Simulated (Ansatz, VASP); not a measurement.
## One calculation of NaH, two programs

File INCAR:

```
SYSTEM = NaH
PREC     = Accurate       ! precision mode
ENCUT    = 520            ! plane-wave cutoff, eV
EDIFF    = 1E-6           ! SCF threshold, eV
ISMEAR   = -1             ! smearing method
SIGMA    = 0.02           ! smearing width, eV
LREAL    = .FALSE.        ! projectors in reciprocal space
LASPH    = .TRUE.         ! aspherical terms in the spheres
NELM     = 100            ! most SCF steps
ALGO     = Normal         ! electronic algorithm
ISIF     = 2              ! what is computed and relaxed
LWAVE    = .FALSE.        ! write WAVECAR
LCHARG   = .FALSE.        ! write CHGCAR
GGA      = PE             ! functional
NBANDS   = 11             ! bands
```

File KPOINTS:

```
regular mesh
0
G
  10 10 10
  0 0 0
```

Contents of POSCAR:

```
NaH
1.0
    0.0000000000      2.5368077538      2.3975122897
    2.5368077538      0.0000000000      2.3975122897
    2.5368077538      2.5368077538      0.0000000000
Na H
1 1
Direct
    0.0000000000      0.0000000000      0.0000000000
    0.5000000000      0.5000000000      0.5000000000
```

Input for Ansatz:

```yaml
crystal:
  lattice:
    - [0.0, 2.5368077538, 2.3975122897]
    - [2.5368077538, 0.0, 2.3975122897]
    - [2.5368077538, 2.5368077538, 0.0]
  atoms:
    - { symbol: Na, position: [0.0, 0.0, 0.0] }
    - { symbol: H, position: [0.5, 0.5, 0.5] }
kpoints:
  mp_grid: { grid: [10, 10, 10] }
  band_path:
    path:
      - [0.0, 0.0, 0.0]
      - [0.5, 0.0, 0.5]
      - [0.625, 0.25, 0.625]
      - [0.375, 0.375, 0.75]
      - [0.5, 0.5, 0.5]
      - [0.5, 0.25, 0.75]
    npoints: 1
hamiltonian:
  xc: pbe
scf:
  occupations: { method: fermi_dirac, width: 0.02 }
  n_extra_bands: 4
output:
  forces: true
  stress: true
  eigenvalues: true
  write_density: true
  write_potential: true
  elf: true
  volumetric_format: npy
```

Change from the starting cell: biaxial_xy strain +5.8%.

Alike in both runs: task single point; functional PBE; k mesh 10 × 10 × 10; occupations fermi-dirac, width 0.02 eV; no spin polarisation.

|  | VASP | Ansatz |
| --- | --- | --- |
| version | VASP 6.6.1 | Ansatz 0.2.0 |
| potentials or method | VASP PAW PBE potentials, release 64 (Na_pv, H) | plane waves, PAW |
| plane-wave cutoff (eV) | 520 | 420 |
| valence electrons in the cell | 8 | 10 |

Ansatz gave:

| Property | Result |
| --- | --- |
| gap on the k mesh at the Fermi level (eV) | 3.58 |
| pressure (GPa) | -1.7 |
| traceless stress, the component that is largest in VASP (GPa) | 0.79 |

Problem. Estimate VASP's values.

Solution. gap on the k mesh at the Fermi level (eV): 3.58; pressure (GPa): -1.7; traceless stress, the component that is largest in VASP (GPa): 0.80.

VASP's potentials hold 8 valence electrons a cell and Ansatz's 10, so a difference there can come from the potentials and not from the codes.
